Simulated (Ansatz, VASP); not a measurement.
**Cs: VASP beside Ansatz**

INCAR

```
PREC = Accurate
ENCUT = 520
EDIFF = 1E-6
ISMEAR = 0
SIGMA = 0.02
LREAL = False
LASPH = True
NELM = 60
ALGO = Fast
ISIF = 2
LWAVE = False
LCHARG = False
GGA = PE
NBANDS = 10
```

File KPOINTS:

```
regular mesh
0
Gamma
  6 6 6
```

File POSCAR:

```
Cs
1.0
   -3.1284650614      3.1284650614      3.1284650614
    3.1284650614     -3.1284650614      3.1284650614
    3.1284650614      3.1284650614     -3.1284650614
Cs
1
Direct
    0.0000000000      0.0000000000      0.0000000000
```

Contents of input.yaml:

```yaml
crystal:
  lattice:
    - [-3.1284650614, 3.1284650614, 3.1284650614]
    - [3.1284650614, -3.1284650614, 3.1284650614]
    - [3.1284650614, 3.1284650614, -3.1284650614]
  atoms:
    - { symbol: Cs, position: [0.0, 0.0, 0.0] }
kpoints:
  mp_grid: { grid: [6, 6, 6] }
scf:
  occupations: { method: gaussian, width: 0.02 }
hamiltonian:
  xc: pbe
  pseudopotentials: { kind: all_electron, lapw: { basis_error: 0.001 } }
output:
  forces: true
  stress: true
  eigenvalues: true
```

Alike in both runs: task single point; functional PBE; k mesh 6 × 6 × 6; occupations gaussian, width 0.02 eV; no spin polarisation.

```csv
,VASP,Ansatz
version,VASP 6.6.1,Ansatz 0.2.0
potentials or method,"VASP PAW PBE potentials, release 64 (Cs_sv), cutoff 520 eV","all-electron LAPW, scalar-relativistic"
```

```tsv
	VASP	Ansatz	Ansatz less VASP
gap on the k mesh at the Fermi level (eV)	none	none	-
pressure (GPa)	-0.1	-0.1	+0.01
```

A gap of «none» marks a metal or a gap that the smearing closes. Ansatz ran all-electron here, and VASP with PAW potentials.

Spin-orbit coupling is off throughout.
